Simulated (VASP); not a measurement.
# SrTiO3 (Cm) in VASP: single point with PBEsol

Aim: the single point of SrTiO3 with PBEsol.

Program: VASP 6.6.1. These are calculated values, not measurements. Logs are shortened: lines on timing, memory, paths and dates and some standing lists are left out, and cuts for length are marked.

### 1 The cell of the first run

It takes space group Cm (No. 8, monoclinic). The conventional cell has a = 7.760 Å, b = 7.760 Å, c = 5.504 Å, α = 90.00°, β = 134.82°, γ = 90.00°. Sr (site symmetry m) has 12 O at 2.52 to 2.98 Å and 8 Ti at 3.37 Å within 3.4 Å. Sr (site symmetry m) has 12 O at 2.62 to 2.89 Å and 8 Ti at 3.37 Å within 3.5 Å. Within 2.6 Å of Ti (site symmetry 1) lie 6 O at 1.95 Å. O (site symmetry 1) has 2 Ti at 1.95 Å and 8 O at 2.67 to 2.85 Å and 4 Sr at 2.74 Å within 2.9 Å. Within 3.0 Å of O (site symmetry m) lie 2 Ti at 1.95 Å and 4 Sr at 2.52 to 2.98 Å and 8 O at 2.67 to 2.85 Å. O (site symmetry 1) has 2 Ti at 1.95 Å and 4 Sr at 2.62 to 2.89 Å and 8 O at 2.76 Å within 2.9 Å. Within 2.9 Å of O (site symmetry m) lie 2 Ti at 1.95 Å and 4 Sr at 2.62 to 2.89 Å and 8 O at 2.76 Å.

### 2 Single point, PBEsol (atom 7 (O) moved +0.133 Å along Cartesian [0 0 1])

INCAR

```
ALGO = Normal
EDIFF = 1E-6
ENCUT = 520
GGA = PS
ISIF = 2
ISMEAR = 0
LASPH = True
LCHARG = False
LREAL = False
LWAVE = False
NBANDS = 51
NELM = 80
PREC = Accurate
SIGMA = 0.05
```

KPOINTS

```
k-points
0
Gamma
  8 8 8
```

POSCAR

```
SrTiO3
1.0
   -2.7435446834      2.7435446834      3.9043133139
    2.7435446834     -2.7435446834      3.9043133139
    2.7435446834      2.7435446834     -3.9043133139
Sr Ti O
2 2 6
Direct
    0.7500000000      0.2500000000      0.5000000000
    0.2500000000      0.7500000000      0.5000000000
    0.0000000000      0.0000000000      0.0000000000
    0.5000000000      0.5000000000      0.0000000000
    0.2500000000      0.2500000000      0.0000000000
    0.7500000000      0.7500000000      0.0000000000
    0.7424253891      0.2424253891      0.9507090510
    0.2253545255      0.2746454745      0.5000000000
    0.2746454745      0.7746454745      0.0492909490
    0.7746454745      0.7253545255      0.5000000000
```

Potentials or basis: VASP PAW PBE potentials, release 64 (Sr_sv, Ti_sv, O).

On the command line:

```sh
cat potpaw_PBE.64/Sr_sv/POTCAR potpaw_PBE.64/Ti_sv/POTCAR potpaw_PBE.64/O/POTCAR > POTCAR
mpirun -np 1 vasp_std > vasp.out
```

OUTCAR:

```text
EDIFF = 1E-6
   ENCUT = 520
   GGA = PS
   ISIF = 2
   ISMEAR = 0
   LASPH = True
   LREAL = False
   NELM = 80
   PREC = Accurate

 ion  position               nearest neighbor table
   1  0.750  0.250  0.500-   7 2.52   8 2.62  10 2.62   9 2.62   5 2.74   6 2.74   6 2.74   5 2.74
                             8 2.89  10 2.89   9 2.89   7 2.98   4 3.37   3 3.37   4 3.37   3 3.37
   2  0.250  0.750  0.500-   9 2.62   8 2.62  10 2.62   7 2.72   5 2.74   6 2.74   5 2.74   6 2.74
                             7 2.80   8 2.89  10 2.89   9 2.89   4 3.37   3 3.37   4 3.37   3 3.37
   3  0.000  0.000  0.000-   8 1.95  10 1.95   9 1.95   6 1.95   5 1.95   7 1.95   1 3.37   1 3.37
                             2 3.37   2 3.37   1 3.37   2 3.37   1 3.37   2 3.37
   4  0.500  0.500  0.000-  10 1.95   8 1.95   9 1.95   6 1.95   5 1.95   7 1.95   1 3.37   1 3.37
                             2 3.37   2 3.37   2 3.37   1 3.37   2 3.37   1 3.37
   5  0.250  0.250  0.000-   3 1.95   4 1.95   1 2.74   2 2.74   2 2.74   1 2.74
   6  0.750  0.750  0.000-   3 1.95   4 1.95   1 2.74   2 2.74   1 2.74   2 2.74
   7  0.742  0.242  0.951-   3 1.95   4 1.95   1 2.52   2 2.72   2 2.80   1 2.98
   8  0.225  0.275  0.500-   4 1.95   3 1.95   1 2.62   2 2.62   1 2.89   2 2.89
   9  0.275  0.775  0.049-   3 1.95   4 1.95   2 2.62   1 2.62   1 2.89   2 2.89
  10  0.775  0.725  0.500-   3 1.95   4 1.95   1 2.62   2 2.62   1 2.89   2 2.89

  LATTYP: Found a body centered tetragonal cell.
 ALAT       =     5.4870893668
 C/A-ratio  =     1.4230908421

  Lattice vectors:

 A1 = (  -2.7435446834,   2.7435446834,   3.9043133139)
 A2 = (   2.7435446834,  -2.7435446834,   3.9043133139)
 A3 = (   2.7435446834,   2.7435446834,  -3.9043133139)

Analysis of symmetry for initial positions (statically):
=====================================================================
 Subroutine PRICEL returns:
 Original cell was already a primitive cell.

 Routine SETGRP: Setting up the symmetry group for a
 body centered tetragonal supercell.

 Subroutine GETGRP returns: Found  2 space group operations
 (whereof  1 operations were pure point group operations)
 out of a pool of 16 trial point group operations.

The static configuration has the point symmetry C_1 .
 The point group associated with its full space group is C_1h.

Analysis of symmetry for dynamics (positions and initial velocities):
=====================================================================
 Subroutine PRICEL returns:
 Original cell was already a primitive cell.

 Routine SETGRP: Setting up the symmetry group for a
 body centered tetragonal supercell.

 Subroutine GETGRP returns: Found  2 space group operations
 (whereof  1 operations were pure point group operations)
 out of a pool of 16 trial point group operations.

The dynamic configuration has the point symmetry C_1 .
 The point group associated with its full space group is C_1h.

 Subroutine INISYM returns: Found  2 space group operations
 (whereof  1 operations are pure point group operations),
 and found     1 'primitive' translations

----------------------------------------------------------------------------------------

                                     Primitive cell

  volume of cell :     117.5516

  direct lattice vectors                    reciprocal lattice vectors
    -2.743544683  2.743544683  3.904313314     0.000000000  0.182245984  0.128063493
     2.743544683 -2.743544683  3.904313314     0.182245984  0.000000000  0.128063493
     2.743544683  2.743544683 -3.904313314     0.182245984  0.182245984  0.000000000

  length of vectors
     5.504338045  5.504338045  5.504338045     0.222741682  0.222741682  0.257734742

  position of ions in fractional coordinates (direct lattice)
     0.750000000  0.250000000  0.500000000
     0.250000000  0.750000000  0.500000000
     0.000000000  0.000000000  0.000000000
     0.500000000  0.500000000  0.000000000
     0.250000000  0.250000000  0.000000000
     0.750000000  0.750000000  0.000000000
     0.742425389  0.242425389  0.950709051
     0.225354526  0.274645474  0.500000000
     0.274645474  0.774645474  0.049290949
     0.774645474  0.725354526  0.500000000

  ion indices of the primitive-cell ions
   primitive index   ion index
                 1           1
                 2           2
                 3           3
                 4           4
                 5           5
                 6           6
                 7           7
                 8           8
                 9           9
                10          10

----------------------------------------------------------------------------------------

 KPOINTS: k-points

Automatic generation of k-mesh.
 Grid dimensions read from file:
 generate k-points for:    8    8    8

 Generating k-lattice:

  Cartesian coordinates                     Fractional coordinates (reciprocal lattice)
     0.000000000  0.022780748  0.016007937     0.125000000  0.000000000 -0.000000000
     0.022780748  0.000000000  0.016007937     0.000000000  0.125000000 -0.000000000
     0.022780748  0.022780748  0.000000000     0.000000000  0.000000000  0.125000000

  Length of vectors
     0.027842710  0.027842710  0.032216843

  Shift w.r.t. Gamma in fractional coordinates (k-lattice)
     0.000000000  0.000000000  0.000000000

 Subroutine IBZKPT returns following result:
 ===========================================

 Found    150 irreducible k-points:

 Following reciprocal coordinates:
            Coordinates               Weight
  0.000000  0.000000  0.000000      1.000000
  0.125000  0.000000  0.000000      4.000000
  0.000000  0.125000 -0.125000      4.000000
  0.250000  0.000000  0.000000      4.000000
  0.000000  0.250000 -0.250000      4.000000
  0.375000  0.000000  0.000000      4.000000
[... 16 lines left out ...]
  0.125000  0.500000  0.375000      4.000000
 -0.375000  0.000000  0.500000      4.000000
 [... further k-points ...]
   k-points           NKPTS =    150   k-points in BZ     NKDIM =    150   number of bands    NBANDS=     51
   number of dos      NEDOS =    301   number of ions     NIONS =     10
   total plane-waves  NPLWV =  74088
   dimension x,y,z NGX =    42 NGY =   42 NGZ =   42
   dimension x,y,z NGXF=    84 NGYF=   84 NGZF=   84
   ions per type =               2   2   6
   NGX,Y,Z   is equivalent  to a cutoff of  12.69, 12.69, 12.69 a.u.
   NGXF,Y,Z  is equivalent  to a cutoff of  25.37, 25.37, 25.37 a.u.
 SYSTEM =  unknown system
   PREC   = accura    normal or accurate (medium, high low for compatibility)
   ISTART =      0    job   : 0-new  1-cont  2-samecut
   ICHARG =      2    charge: 1-file 2-atom 10-const
   ISPIN  =      1    spin polarized calculation?
   LNONCOLLINEAR =      F non collinear calculations
   LSORBIT =      F    spin-orbit coupling
   LASPH  =      T    aspherical Exc in radial PAW
   ENCUT  =  520.0 eV  38.22 Ry    6.18 a.u.  10.23 10.23 10.23*2*pi/ulx,y,z
   NELM   =     80;   NELMIN=  2; NELMDL= -5     # of ELM steps
   EDIFF  = 0.1E-05   stopping-criterion for ELM
   LREAL  =      F    real-space projection
   EDIFFG = 0.1E-04   stopping-criterion for IOM
   NSW    =      0    number of steps for IOM
   IBRION =     -1    ionic relax: 0-MD 1-quasi-New 2-CG
   NFREE  =      0    steps in history (QN), initial steepest desc. (CG)
   ISIF   =      2    stress and relaxation
   ISYM   =      2    0-nonsym 1-usesym 2-fastsym
   POTIM  = 0.5000    time-step for ionic-motion
   TEBEG  =    0.0;   TEEND  =   0.0 temperature during run
   PSTRESS=    0.0 pullay stress
   NELECT =      80.0000    total number of electrons
   NUPDOWN=      -1.0000    fix difference up-down
   EMIN   =  10.00;   EMAX   =-10.00  energy-range for DOS
   EFERMI =   0.00;   METHOD = LEGACY
   ISMEAR =     0;   SIGMA  =   0.05  broadening in eV -4-tet -1-fermi 0-gaus
   EFERMI_NEDOS =   21; number of points for ismear=-14 and -15
   IALGO  =     38    algorithm
   IMIX   =      4    mixing-type and parameters
     AMIX     =   0.40;   BMIX     =  1.00
     AMIX_MAG =   1.60;   BMIX_MAG =  1.00
  volume/ion in A,a.u.               =      11.76        79.33
  Fermi-wavevector in a.u.,A,eV,Ry     =   1.439998  2.721202 28.212966  2.073595
  Thomas-Fermi vector in A             =   2.558791
   LORBIT       =      0    0 simple, 1 ext, 2 COOP (PROOUT), +10 PAW based schemes
   GGA     = PS    functional components
   LHFCALC =     F    Hartree Fock is set to
   AEXX    =    0.0000 exact exchange contribution
   IVDW    =     0    specifies the selected vdW correction
   LEPSILON=     F    determine dielectric tensor
   LRPA    =     F    only Hartree local field effects (RPA)
 non-spin polarized calculation
 Gauss-broadening in eV      SIGMA  =   0.05
  energy-cutoff  :      520.00
  volume of cell :      117.55
 maximum number of plane-waves:      3190
 NGX is ok and might be reduce to    42
   NGX = 21   NGY = 21   NGZ = 21

 number of electron      79.9999999 magnetization

 Free energy of the ion-electron system (eV)
  ---------------------------------------------------
  ext. energy  EPLUGINS =         0.00000000
  ---------------------------------------------------
  free energy    TOTEN  =       -83.99611643 eV

  energy without entropy =      -83.99611643  energy(sigma->0) =      -83.99611643

 E-fermi :   4.3317     XC(G=0): -11.6101

 val. band max:        4.0130312100   @ k =   0.0000   0.0000  -0.1250
 cond. band min:       5.9539363669   @ k =   0.0000   0.0000   0.0000
 fundamental gap:      1.9409051569
 Fermi energy:         4.3316502547

 k-point     1 :       0.0000    0.0000    0.0000
  band No.  band energies     occupation
      1     -52.0903      2.00000
      2     -52.0852      2.00000
      3     -28.5241      2.00000
      4     -28.5239      2.00000
      5     -28.5215      2.00000
      6     -28.4567      2.00000
[... 43 lines left out ...]
     50       9.8002      0.00000
     51      10.3624      0.00000

 k-point     2 :       0.1250    0.0000    0.0000
  band No.  band energies     occupation
      1     -52.0901      2.00000
      2     -52.0854      2.00000
      3     -28.5219      2.00000
      4     -28.5215      2.00000
      5     -28.5191      2.00000
      6     -28.4757      2.00000
[... 43 lines left out ...]
     50       9.9785      0.00000
     51      10.6182      0.00000

 k-point     3 :       0.0000    0.1250   -0.1250
  band No.  band energies     occupation
      1     -52.0901      2.00000
      2     -52.0854      2.00000
      3     -28.5218      2.00000
      4     -28.5215      2.00000
      5     -28.5190      2.00000
      6     -28.4758      2.00000
[... 43 lines left out ...]
     50       9.9850      0.00000
     51      10.6132      0.00000
[... 1027 lines left out ...]
 k-point    23 :       0.1250    0.5000    0.3750
  band No.  band energies     occupation
      1     -52.0881      2.00000
      2     -52.0875      2.00000
      3     -28.5406      2.00000
      4     -28.5276      2.00000
      5     -28.5046      2.00000
      6     -28.4816      2.00000
[... 43 lines left out ...]
     50      11.3136      0.00000
     51      11.4913      0.00000

 k-point    24 :      -0.3750    0.0000    0.5000
  band No.  band energies     occupation
      1     -52.0881      2.00000
      2     -52.0875      2.00000
      3     -28.5419      2.00000
      4     -28.5272      2.00000
      5     -28.5032      2.00000
      6     -28.4814      2.00000
[... 43 lines left out ...]
     50      11.2875      0.00000
     51      11.4732      0.00000

 [... further k-points ...]
[... 5 lines left out ...]
  --------------------------------------------------------------------------------------
  -------------------------------------------------------------------------------------
  Total        0.5038040      0.5038040      0.6039632      0.0703471     -0.1368639     -0.1368639
  in kB        6.8666277      6.8666277      8.2317531      0.9587999     -1.8653952     -1.8653952
  external PRESSURE =       7.3216695 kB  Pullay stress =       0.0000000 kB

 VOLUME and BASIS-vectors are now :
 -----------------------------------------------------------------------------
  energy-cutoff  :      520.00
  volume of cell :      117.55
      direct lattice vectors                 reciprocal lattice vectors
    -2.743544683  2.743544683  3.904313314     0.000000000  0.182245984  0.128063493
     2.743544683 -2.743544683  3.904313314     0.182245984  0.000000000  0.128063493
     2.743544683  2.743544683 -3.904313314     0.182245984  0.182245984  0.000000000

 POSITION                                       TOTAL-FORCE (eV/Angst)
 -----------------------------------------------------------------------------------
     -0.00000      2.74354      1.95216         0.010991      0.010991      0.038934
      2.74354     -0.00000      1.95216        -0.041829     -0.041829     -0.001998
      0.00000      0.00000      0.00000         0.013803     -0.015082     -0.010768
      0.00000      0.00000      3.90431        -0.015082      0.013803     -0.010768
      0.00000      0.00000      1.95216        -0.253949      0.256031      0.358424
      0.00000      0.00000      5.85647         0.256031     -0.253949      0.358424
      1.23654      3.98009      0.13330         0.037643      0.037643     -0.701065
      1.50700      1.23654      0.00000        -0.008264      0.007909     -0.050108
      1.50700     -1.23654      3.90431        -0.007252     -0.007252      0.069033
      1.23654      1.50700      3.90431         0.007909     -0.008264     -0.050108
 -----------------------------------------------------------------------------------
    total drift:                                0.000008      0.000008      0.000128

  FREE ENERGIE OF THE ION-ELECTRON SYSTEM (eV)
  ---------------------------------------------------
  free  energy   TOTEN  =       -83.9961164259 eV

  energy  without entropy=      -83.9961164259  energy(sigma->0) =      -83.99611643
```

It took 24 min on 1 thread of Oxide Virtual Turin-like, shared host; peak memory 0.75 GiB.

Results:

- Free energy: -83.9961 eV
- Pressure: 0.7 GPa
- Largest force: 0.703 eV/Å
- Band gap on the k mesh: 1.94 eV

Forces in eV/Å, atoms in the order of the input:
```
Sr   0.011  0.011  0.039
Sr  -0.042 -0.042 -0.002
Ti   0.014 -0.015 -0.011
Ti  -0.015  0.014 -0.011
O   -0.254  0.256  0.358
O    0.256 -0.254  0.358
O    0.038  0.038 -0.701
O   -0.008  0.008 -0.050
O   -0.007 -0.007  0.069
O    0.008 -0.008 -0.050
```

Levels at points of the mesh, in eV from the valence-band top:
```
           k point  band 36  band 37  band 38  band 39  band 40  band 41  band 42  band 43  band 44  band 45
(0.00, 0.00, 0.00)    -0.29    -0.28    -0.17    -0.01     0.00     1.94     1.95     1.98     4.18     4.45
(0.50, 0.00, 0.00)    -0.94    -0.78    -0.76    -0.62    -0.57     3.39     3.43     3.45     3.49     3.49
(0.00, 0.50, 0.50)    -0.98    -0.76    -0.73    -0.59    -0.54     3.39     3.41     3.45     3.45     3.51
(0.50, 0.50, 0.00)    -1.51    -1.37    -0.68    -0.66    -0.05     2.07     3.74     3.80     3.85     3.88
(0.00, 0.00, 0.50)    -1.52    -1.41    -0.67    -0.67    -0.04     2.11     3.77     3.82     3.85     3.87
(0.50, 0.50, 0.50)    -1.47    -1.47    -0.62    -0.60    -0.08     2.11     3.73     3.76     3.96     3.98
```

Caveat: the cell differs from its parent crystal (atom 7 (O) moved +0.133 Å along Cartesian [0 0 1]); the PAW data sets were made with another functional, which shifts forces and pressure a little.
